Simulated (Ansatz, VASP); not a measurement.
## Te2Mo: VASP beside Ansatz

File INCAR:

```
PREC = Accurate
ENCUT = 520
EDIFF = 1E-6
ISMEAR = 0
SIGMA = 0.05
LREAL = F
LASPH = T
NELM = 60
ALGO = Normal
ISIF = 2
LWAVE = F
LCHARG = F
NBANDS = 49
```

The input KPOINTS:

```
Automatic mesh
0
Gamma
  12 12 1
```

The input POSCAR:

```
Te2Mo
1.0
    3.2974466498      0.0000000000      0.0000000000
   -1.6487233249      2.8556725664      0.0000000000
    0.0000000000      0.0000000000     28.6962094435
Te Mo
6 3
Direct
    0.0000000000      0.0000000000      0.9405159683
    0.3333333333      0.6666666667      0.7128929968
    0.3333333333      0.6666666667      0.1682534351
    0.3333333333      0.6666666667      0.8317465649
    0.3333333333      0.6666666667      0.2871070032
    0.0000000000      0.0000000000      0.0594840317
    0.0000000000      0.0000000000      0.7722229666
    0.0000000000      0.0000000000      0.2277770334
    0.3333333333      0.6666666667      0.0000000000
```

Input for Ansatz:

```yaml
crystal:
  lattice:
    - [3.2974466498, 0.0, 0.0]
    - [-1.6487233249, 2.8556725664, 0.0]
    - [0.0, 0.0, 28.6962094435]
  atoms:
    - { symbol: Te, position: [0.0, 0.0, 0.9405159683] }
    - { symbol: Te, position: [0.3333333333, 0.6666666667, 0.7128929968] }
    - { symbol: Te, position: [0.3333333333, 0.6666666667, 0.1682534351] }
    - { symbol: Te, position: [0.3333333333, 0.6666666667, 0.8317465649] }
    - { symbol: Te, position: [0.3333333333, 0.6666666667, 0.2871070032] }
    - { symbol: Te, position: [0.0, 0.0, 0.0594840317] }
    - { symbol: Mo, position: [0.0, 0.0, 0.7722229666] }
    - { symbol: Mo, position: [0.0, 0.0, 0.2277770334] }
    - { symbol: Mo, position: [0.3333333333, 0.6666666667, 0.0] }
basis:
  ecutwfc: 420
kpoints:
  mp_grid: { grid: [12, 12, 1] }
hamiltonian:
  xc: lda
scf:
  occupations: { method: gaussian, width: 0.05 }
output:
  forces: true
  stress: true
  eigenvalues: true
```

Change from the starting cell: strain -0.050 along x and y, -0.050 along z, atoms carried along.

Alike in both runs: task single point; functional LDA; k mesh 12 × 12 × 1; occupations gaussian, width 0.05 eV; no spin polarisation.

|  | VASP | Ansatz |
| --- | --- | --- |
| version | VASP 6.6.1 | Ansatz 0.2.0 |
| potentials or method | VASP PAW LDA potentials, release 64 (Te, Mo_sv), cutoff 520 eV | scalar-relativistic, plane waves, PAW |
| valence electrons in the cell | 78 | 138 |

```csv
,VASP,Ansatz,Ansatz less VASP
gap on the k mesh at the Fermi level (eV),0.65,0.67,+0.026
least direct gap on the mesh (eV),1.44,1.43,0.000
rms of the force components (eV/Å),1.370,1.329,-0.0410
```

LDA's correlation is that of Perdew and Zunger in VASP and of Perdew and Wang (1992) in Ansatz. Atom by atom the forces differ by 0.041 eV/Å (rms over components). VASP's potentials hold 78 valence electrons a cell and Ansatz's 138, so a difference there can come from the potentials and not from the codes.

Neither program's run includes spin-orbit coupling.
